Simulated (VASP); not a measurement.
A run of VASP 6.6.1:

Contents of INCAR:

```
  PREC = Accurate
  ENCUT = 520
  EDIFF = 1E-7
  ISMEAR = 0
  SIGMA = 0.15
  LREAL = False
  LASPH = True
  NELM = 100
  ALGO = Fast
  ISIF = 2
  LWAVE = False
  LCHARG = False
  GGA = PS
  NBANDS = 19
```

Contents of KPOINTS:

```
regular mesh
0
Gamma
  14 14 14
```

File POSCAR:

```
YIn
1.0
    3.6599381125      0.0000000000      0.0000000000
    0.0000000000      3.6599381125      0.0000000000
    0.0000000000      0.0000000000      4.2060008788
Y In
1 1
Direct
    0.5000000000      0.5000000000      0.5000000000
    0.0000000000      0.0000000000      0.0000000000
```

Potentials or basis: VASP PAW PBE potentials, release 64 (Y_sv, In_d).

The run is started by

```bash
$ cat potpaw_PBE.64/Y_sv/POTCAR potpaw_PBE.64/In_d/POTCAR > POTCAR
$ mpirun -np 1 vasp_std > vasp.out
```

Hardware: 1 thread of Intel Xeon 6975P-C (shared host).

How long does it take, and how much memory?

Run time: 9.4 min on 1 thread of Intel Xeon 6975P-C, on a shared host, peak memory 0.46 GiB. Counts: scf iterations 34, k points 288.
